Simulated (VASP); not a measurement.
Write the native input for VASP 6.6.1 that does the following.

```yaml
Task: single point
Functional: PBE
Dispersion: D3(BJ)
Potentials_or_basis: VASP PAW PBE potentials, release 64 (Te, Mo_sv)
Cutoff: 520 eV
k_mesh: 9 × 9 × 1
Occupations: gaussian, width 0.05 eV
Spin: no spin polarisation
Dipole_correction: yes
Further_INCAR_settings: ALGO = Normal; EDIFF = 1e-07; NBANDS = 35
```

The structure of Te2Mo lies in POSCAR:

```
Te2Mo
1.0
    3.5038815467      0.0000000000      0.0000000000
   -1.7519407734      3.0344504312      0.0000000000
    0.0000000000      0.0000000000     24.7677198428
Te Mo
4 2
Direct
    0.3333333333      0.6666666667      0.1816881016
    0.3333333333      0.6666666667      0.3284056818
    0.5000000000      1.3333333333      0.4668923904
    0.5000000000      1.3333333333      0.6136099705
    0.6666666667      0.3333333333      0.2550468917
    0.8333333333      1.0000000000      0.5402511804
```

The input as run:

INCAR

```
SYSTEM = Te2Mo
PREC = Accurate ; ENCUT = 520
EDIFF = 1E-7 ; ISMEAR = 0
SIGMA = 0.05 ; LREAL = .False.
LASPH = .True. ; NELM = 60
ALGO = Normal ; ISIF = 2
LWAVE = .False. ; LCHARG = .False.
LDIPOL = .True. ; IDIPOL = 3
DIPOL = 0.5 0.5 0.398 ; GGA = PE
IVDW = 12 ; NBANDS = 35
```

KPOINTS

```
Automatic mesh
0
Gamma
  9 9 1
  0 0 0
```

Potentials or basis: VASP PAW PBE potentials, release 64 (Te, Mo_sv).

Run with:

```sh
$ cat potpaw_PBE.64/Te/POTCAR potpaw_PBE.64/Mo_sv/POTCAR > POTCAR
$ mpirun -np 1 vasp_std > vasp.out
```

Results of the run:

| Property | Result |
| --- | --- |
| Largest force | 0.078 eV/Å |
| Band gap on the k mesh | 1.08 eV, indirect (least direct gap 1.14 eV) |
| Dispersion energy per atom | -0.467 eV |

Caveat: spin-orbit coupling is left out, which moves the levels of the heavy elements.

Run time: 20 min on 1 thread of Oxide Virtual Turin-like Processor (shared host), peak memory 0.54 GiB.
